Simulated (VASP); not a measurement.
# MoS2 (P-6m2) in VASP: further runs, part 2 of 2

VASP 6.6.1. Earlier steps stand in the parts before.

## Step 6: Single point, PBEsol+U

This run uses another cell than the first one, of 26.57 Å³/atom, 1.569 times its volume.

Contents of INCAR:

```
ALGO = Normal
EDIFF = 1E-6
ENCUT = 520
GGA = PS
ISIF = 2
ISMEAR = -1
LASPH = T
LCHARG = T
LDAU = T
LDAUJ = 0 0
LDAUL = 2 -1
LDAUPRINT = 1
LDAUTYPE = 2
LDAUU = 2 0
LELF = T
LMAXMIX = 4
LREAL = F
LVHAR = T
LWAVE = F
NBANDS = 49
NELM = 150
PREC = Accurate
SIGMA = 0.05
```

Contents of KPOINTS:

```
k-points
0
Gamma
  10 10 1
```

Contents of POSCAR:

```
MoS2
1.0
    3.1407838192      0.0000000000      0.0000000000
   -1.5703919096      2.7199985752      0.0000000000
    0.0000000000      0.0000000000     27.9958079186
Mo S
3 6
Direct
    0.3333333333      0.6666666667      0.2242680398
    0.3333333333      0.6666666667      0.7757319602
    0.6666666667      0.3333333333      0.0000000000
    0.6666666667      0.3333333333      0.1685869903
    0.6666666667      0.3333333333      0.7201002343
    0.3333333333      0.6666666667      0.9443230073
    0.6666666667      0.3333333333      0.2798997657
    0.6666666667      0.3333333333      0.8314130097
    0.3333333333      0.6666666667      0.0556769927
```

Potentials or basis: VASP PAW PBE potentials, release 64 (Mo_sv, S).

On the command line:

```bash
$ cat potpaw_PBE.64/Mo_sv/POTCAR potpaw_PBE.64/S/POTCAR > POTCAR
$ mpirun -np 1 vasp_std > vasp.out
```

OUTCAR:

```text
EDIFF = 1E-6
   ENCUT = 520
   GGA = PS
   ISIF = 2
   ISMEAR = -1
   LASPH = T
   LREAL = F
   NELM = 150
   PREC = Accurate

 ion  position               nearest neighbor table
   1  0.333  0.667  0.224-   7 2.39   7 2.39   7 2.39   4 2.39   4 2.39   4 2.39
   2  0.333  0.667  0.776-   5 2.39   5 2.39   5 2.39   8 2.39   8 2.39   8 2.39
   3  0.667  0.333  0.000-   6 2.39   9 2.39   6 2.39   9 2.39   6 2.39   9 2.39
   4  0.667  0.333  0.169-   1 2.39   1 2.39   1 2.39
   5  0.667  0.333  0.720-   2 2.39   2 2.39   2 2.39
   6  0.333  0.667  0.944-   3 2.39   3 2.39   3 2.39
   7  0.667  0.333  0.280-   1 2.39   1 2.39   1 2.39
   8  0.667  0.333  0.831-   2 2.39   2 2.39   2 2.39
   9  0.333  0.667  0.056-   3 2.39   3 2.39   3 2.39

  LATTYP: Found a hexagonal cell.
 ALAT       =     3.1407838192
 C/A-ratio  =     8.9136373371

  Lattice vectors:

 A1 = (   3.1407838192,   0.0000000000,   0.0000000000)
 A2 = (  -1.5703919096,   2.7199985752,   0.0000000000)
 A3 = (   0.0000000000,   0.0000000000,  27.9958079186)

Analysis of symmetry for initial positions (statically):
=====================================================================
 Subroutine PRICEL returns:
 Original cell was already a primitive cell.

 Routine SETGRP: Setting up the symmetry group for a
 hexagonal supercell.

 Subroutine GETGRP returns: Found 12 space group operations
 (whereof 12 operations were pure point group operations)
 out of a pool of 24 trial point group operations.

The static configuration has the point symmetry D_3h.

Analysis of symmetry for dynamics (positions and initial velocities):
=====================================================================
 Subroutine PRICEL returns:
 Original cell was already a primitive cell.

 Routine SETGRP: Setting up the symmetry group for a
 hexagonal supercell.

 Subroutine GETGRP returns: Found 12 space group operations
 (whereof 12 operations were pure point group operations)
 out of a pool of 24 trial point group operations.

The dynamic configuration has the point symmetry D_3h.

 Subroutine INISYM returns: Found 12 space group operations
 (whereof 12 operations are pure point group operations),
 and found     1 'primitive' translations

----------------------------------------------------------------------------------------

                                     Primitive cell

  volume of cell :     239.1662

  direct lattice vectors                    reciprocal lattice vectors
     3.140783819  0.000000000  0.000000000     0.318391859  0.183823626  0.000000000
    -1.570391910  2.719998575  0.000000000     0.000000000  0.367647251  0.000000000
[... 98 lines left out ...]
   PSTRESS=    0.0 pullay stress
   NELECT =      78.0000    total number of electrons
   NUPDOWN=      -1.0000    fix difference up-down
   EMIN   =  10.00;   EMAX   =-10.00  energy-range for DOS
   EFERMI =   0.00;   METHOD = LEGACY
   ISMEAR =    -1;   SIGMA  =   0.05  broadening in eV -4-tet -1-fermi 0-gaus
   EFERMI_NEDOS =   21; number of points for ismear=-14 and -15
   IALGO  =     38    algorithm
   IMIX   =      4    mixing-type and parameters
     AMIX     =   0.40;   BMIX     =  1.00
     AMIX_MAG =   1.60;   BMIX_MAG =  1.00
  volume/ion in A,a.u.               =      26.57       179.33
  Fermi-wavevector in a.u.,A,eV,Ry     =   1.126868  2.129472 17.277112  1.269832
  Thomas-Fermi vector in A             =   2.263552
   LORBIT       =      0    0 simple, 1 ext, 2 COOP (PROOUT), +10 PAW based schemes
 LDA+U is selected, type is set to LDAUTYPE =  2
   angular momentum for each species LDAUL =     2   -1
   U (eV)           for each species LDAUU =   2.0  0.0
   J (eV)           for each species LDAUJ =   0.0  0.0
   GGA     = PS    functional components
   LHFCALC =     F    Hartree Fock is set to
   AEXX    =    0.0000 exact exchange contribution
   IVDW    =     0    specifies the selected vdW correction
   LEPSILON=     F    determine dielectric tensor
   LRPA    =     F    only Hartree local field effects (RPA)
 non-spin polarized calculation
  energy-cutoff  :      520.00
  volume of cell :      239.17
 maximum number of plane-waves:      6486
 NGX is ok and might be reduce to    24
   NGX = 11   NGY = 11   NGZ =105

atom =   1  type =  1  l = 2

 onsite density matrix

spin component  1
[... 83 lines left out ...]
  o =  0.3894  v =  0.0000  1.0000 -0.0000  0.0000  0.0000  0.0000  0.0000  0.0000  0.0000  0.0000      0.0000  0.0000  0.0000  0.0000  0.0000  0.0000  0.0000  0.0000  0.0000  0.0000
  o =  0.3894  v =  0.0000  0.0000  0.0000  0.0000  0.0000  0.0000  1.0000 -0.0000  0.0000  0.0000      0.0000  0.0000  0.0000  0.0000  0.0000  0.0000  0.0000  0.0000  0.0000  0.0000
  o =  0.3894  v =  0.0000  0.0000 -0.0000 -1.0000  0.0000  0.0000  0.0000  0.0000  0.0000  0.0000      0.0000  0.0000  0.0000  0.0000  0.0000  0.0000  0.0000  0.0000  0.0000  0.0000
  o =  0.3894  v =  0.0000  0.0000  0.0000  0.0000  0.0000  0.0000  0.0000 -0.0000 -1.0000  0.0000      0.0000  0.0000  0.0000  0.0000  0.0000  0.0000  0.0000  0.0000  0.0000  0.0000
  o =  0.4013  v =  1.0000  0.0000  0.0000  0.0000  0.0000  0.0000  0.0000  0.0000  0.0000  0.0000      0.0000  0.0000  0.0000  0.0000  0.0000  0.0000  0.0000  0.0000  0.0000  0.0000
  o =  0.4013  v =  0.0000  0.0000  0.0000  0.0000  0.0000  1.0000  0.0000  0.0000  0.0000  0.0000      0.0000  0.0000  0.0000  0.0000  0.0000  0.0000  0.0000  0.0000  0.0000  0.0000
  o =  0.4013  v =  0.0000  0.0000  0.0000  0.0000  0.0000  0.0000 -0.0000  0.0000  0.0000  1.0000      0.0000  0.0000  0.0000  0.0000  0.0000  0.0000  0.0000  0.0000  0.0000  0.0000
  o =  0.4013  v =  0.0000 -0.0000  0.0000  0.0000  1.0000  0.0000  0.0000  0.0000  0.0000  0.0000      0.0000  0.0000  0.0000  0.0000  0.0000  0.0000  0.0000  0.0000  0.0000  0.0000
  o =  0.4234  v =  0.0000  0.0000  0.0000  0.0000  0.0000  0.0000  0.0000  1.0000  0.0000 -0.0000      0.0000  0.0000  0.0000  0.0000  0.0000  0.0000  0.0000  0.0000  0.0000  0.0000
  o =  0.4234  v =  0.0000  0.0000  1.0000  0.0000 -0.0000  0.0000  0.0000  0.0000  0.0000  0.0000      0.0000  0.0000  0.0000  0.0000  0.0000  0.0000  0.0000  0.0000  0.0000  0.0000

 number of electron      78.0000003 magnetization

 Free energy of the ion-electron system (eV)
  ---------------------------------------------------
  ext. energy  EPLUGINS =         0.00000000
  ---------------------------------------------------
  free energy    TOTEN  =       -63.11646266 eV

  energy without entropy =      -63.11646234  energy(sigma->0) =      -63.11646250

 E-fermi :   3.6488     XC(G=0):  -7.6730

 val. band max:        3.0764351045   @ k =   0.0000   0.0000   0.0000
 cond. band min:       4.3319735502   @ k =   0.2000   0.2000   0.0000
 fundamental gap:      1.2555384456
 Fermi energy:         3.6487665699

 k-point     1 :       0.0000    0.0000    0.0000
  band No.  band energies     occupation
      1     -58.2851      2.00000
      2     -58.2835      2.00000
      3     -58.2835      2.00000
      4     -32.4843      2.00000
      5     -32.4829      2.00000
      6     -32.4829      2.00000
[... 717 lines left out ...]
     48       6.2272      0.00000
     49       7.5387      0.00000

------------------------ aborting loop because EDIFF is reached ----------------------------------------

  FORCE on cell =-STRESS in cart. coord.  units (eV):
  Direction    XX          YY          ZZ          XY          YZ          ZX
  --------------------------------------------------------------------------------------
  -------------------------------------------------------------------------------------
  Total        1.1983122      1.1983122      1.3348264     -0.0000000      0.0000000      0.0000000
  in kB        8.0275097      8.0275097      8.9420202     -0.0000000      0.0000000      0.0000000
  external PRESSURE =       8.3323465 kB  Pullay stress =       0.0000000 kB

 VOLUME and BASIS-vectors are now :
 -----------------------------------------------------------------------------
  energy-cutoff  :      520.00
  volume of cell :      239.17
      direct lattice vectors                 reciprocal lattice vectors
     3.140783819  0.000000000  0.000000000     0.318391859  0.183823626  0.000000000
    -1.570391910  2.719998575  0.000000000     0.000000000  0.367647251  0.000000000
     0.000000000  0.000000000 27.995807919     0.000000000  0.000000000  0.035719634

 POSITION                                       TOTAL-FORCE (eV/Angst)
 -----------------------------------------------------------------------------------
     -0.00000      1.81333      6.27856         0.000000     -0.000000      0.001078
     -0.00000      1.81333     21.71724         0.000000     -0.000000     -0.001078
      1.57039      0.90667      0.00000        -0.000000      0.000000     -0.000000
      1.57039      0.90667      4.71973        -0.000000     -0.000000     -0.144857
      1.57039      0.90667     20.15979         0.000000     -0.000000     -0.147484
     -0.00000      1.81333     26.43709        -0.000000      0.000000     -0.142934
      1.57039      0.90667      7.83602         0.000000     -0.000000      0.147484
      1.57039      0.90667     23.27608        -0.000000      0.000000      0.144857
     -0.00000      1.81333      1.55872        -0.000000     -0.000000      0.142934
 -----------------------------------------------------------------------------------
    total drift:                                0.000000     -0.000000      0.000000

  FREE ENERGIE OF THE ION-ELECTRON SYSTEM (eV)
  ---------------------------------------------------
  free  energy   TOTEN  =       -63.1164626637 eV

  energy  without entropy=      -63.1164623368  energy(sigma->0) =      -63.11646250
```

Wall time 3.3 min (1 thread of Intel Xeon Platinum 8488C (Sapphire Rapids), shared host); peak memory 0.4 GiB.

What came out:

| Quantity | Value |
| --- | --- |
| Free energy | -63.1165 eV |
| Largest force | 0.147 eV/Å |
| Band gap on the k mesh | 1.26 eV, indirect (least direct gap 1.97 eV) |

Forces in eV/Å, atoms in the order of the input:
```
Mo   0.000  0.000  0.001
Mo   0.000  0.000 -0.001
Mo   0.000  0.000  0.000
S    0.000  0.000 -0.145
S    0.000  0.000 -0.147
S    0.000  0.000 -0.143
S    0.000  0.000  0.147
S    0.000  0.000  0.145
S    0.000  0.000  0.143
```

Eigenvalues of the final occupation matrices:
```
    site  spin  trace               eigenvalues
site 1 d     1   2.00  0.39 0.39 0.40 0.40 0.42
site 1 d     2   2.00  0.39 0.39 0.40 0.40 0.42
site 2 d     1   2.00  0.39 0.39 0.40 0.40 0.42
site 2 d     2   2.00  0.39 0.39 0.40 0.40 0.42
site 3 d     1   2.00  0.39 0.39 0.40 0.40 0.42
site 3 d     2   2.00  0.39 0.39 0.40 0.40 0.42
```

Caveat: the PAW data sets were made with another functional, which shifts forces and pressure a little.

## Step 7: Summary

| level | U | cell | gap on the mesh (eV) | largest force (eV/Å) |
| --- | --- | --- | --- | --- |
| PBEsol+D3(BJ) | - | a = 3.110, b = 3.110, c = 18.205 Å, angles 90.0, 90.0, 120.0°, 9 atoms | 0.76 | 0.01 |
| PBEsol | - | a = 3.141, b = 3.141, c = 28.014 Å, angles 90.0, 90.0, 120.0°, 9 atoms | 1.25 | - |
| PBEsol+U | Mo d U = 1.0 eV | a = 3.141, b = 3.141, c = 28.006 Å, angles 90.0, 90.0, 120.0°, 9 atoms | 1.25 | 0.07 |
| PBEsol+U | Mo d U = 2.0 eV | a = 3.141, b = 3.141, c = 27.996 Å, angles 90.0, 90.0, 120.0°, 9 atoms | 1.26 | 0.15 |

Alike in all rows: task single point; potentials or basis VASP PAW PBE potentials, release 64 (Mo_sv, S); no spin polarisation; k mesh 10 × 10 × 1; cutoff (eV) 520; smearing fermi-dirac 0.05 eV.

Caveats: the PAW data sets were made with another functional, which shifts forces and pressure a little.

Absolute energies hang on the potentials; compare differences alone.
